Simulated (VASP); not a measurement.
Crystal: RbH2.

```
Rb H
1.0
     4.00826   -4.44706    0.00000
     4.00826    4.44706    0.00000
     0.00000    0.00000    6.16723
Rb H
2 4
Direct
  0.00000 0.50000 0.50000
  0.50000 0.00000 0.00000
  0.95191 0.95191 0.25000
  0.04809 0.04809 0.25000
  0.04809 0.04809 0.75000
  0.95191 0.95191 0.75000
```

The cell was built from a structure type or drawn by symmetry, and may not be a known phase.

| Item | Value |
| --- | --- |
| Program | VASP 6.6.1 |
| Task | relaxation of cell and atoms |
| Functional | PBE |
| Potentials or basis | VASP PAW PBE potentials, release 64 (Rb_sv, H) |
| Cutoff | 600 eV |
| k mesh | 6 × 6 × 6 |
| Occupations | gaussian, width 0.1 eV |
| Spin | no spin polarisation |

At the start: pressure -0.1 GPa; volume 36.64 Å³/atom.

Q: Where does the relaxation end?

A: Over 43 steps the energy falls by 17.4 meV/atom and the volume is 35.35 Å³/atom (-3.5 %); space group Cccm (No. 66, to 0.1 Å) before and after.

The path:
| step | energy change (eV) | largest force (eV/Å) | pressure (GPa) | volume (Å³) |
| --- | --- | --- | --- | --- |
| 1 | 0.0000 | 0.0195 | -0.10 | 219.86 |
| 3 | -0.0127 | 0.1273 | -0.02 | 216.91 |
| 5 | -0.0424 | 0.8667 | 0.44 | 202.96 |
| 7 | -0.0437 | 0.8589 | 0.44 | 202.70 |
| 9 | -0.0494 | 0.8235 | 0.45 | 201.56 |
| 11 | -0.0668 | 0.6830 | 0.48 | 196.83 |
| 13 | -0.0716 | 0.5802 | 0.53 | 193.14 |
| 15 | -0.0841 | 0.1550 | 0.28 | 195.36 |
| 17 | -0.0853 | 0.0220 | 0.18 | 196.36 |
| 19 | -0.0855 | 0.0114 | 0.18 | 196.40 |
| 21 | -0.0874 | 0.0161 | 0.17 | 197.33 |
| 23 | -0.0934 | 0.0313 | 0.11 | 201.06 |
| 25 | -0.0967 | 0.0332 | -0.06 | 216.07 |
| 27 | -0.0990 | 0.1828 | 0.09 | 210.66 |
| 29 | -0.0999 | 0.0512 | 0.04 | 210.49 |
| 31 | -0.1021 | 0.0252 | -0.01 | 212.69 |
| 33 | -0.1034 | 0.0152 | -0.04 | 215.20 |
| 35 | -0.1039 | 0.0668 | 0.00 | 214.04 |
| 37 | -0.1043 | 0.0029 | -0.02 | 213.36 |
| 39 | -0.1044 | 0.0259 | -0.02 | 213.05 |
| 41 | -0.1045 | 0.0144 | -0.01 | 212.45 |
| 43 | -0.1045 | 0.0077 | -0.01 | 212.10 |

Final structure:
```
CELL_PARAMETERS angstrom
4.57101 -4.52507 0.00000
4.57101 4.52507 0.00000
0.00000 0.00000 5.12716
ATOMIC_POSITIONS crystal
Rb 0.00000 0.50000 0.50000
Rb 0.50000 0.00000 0.00000
H 0.95778 0.95778 0.25000
H 0.04222 0.04222 0.25000
H 0.04222 0.04222 0.75000
H 0.95778 0.95778 0.75000
```

Caveat: a cell axis changed by over 15 % at a fixed basis, so the end point is rough.
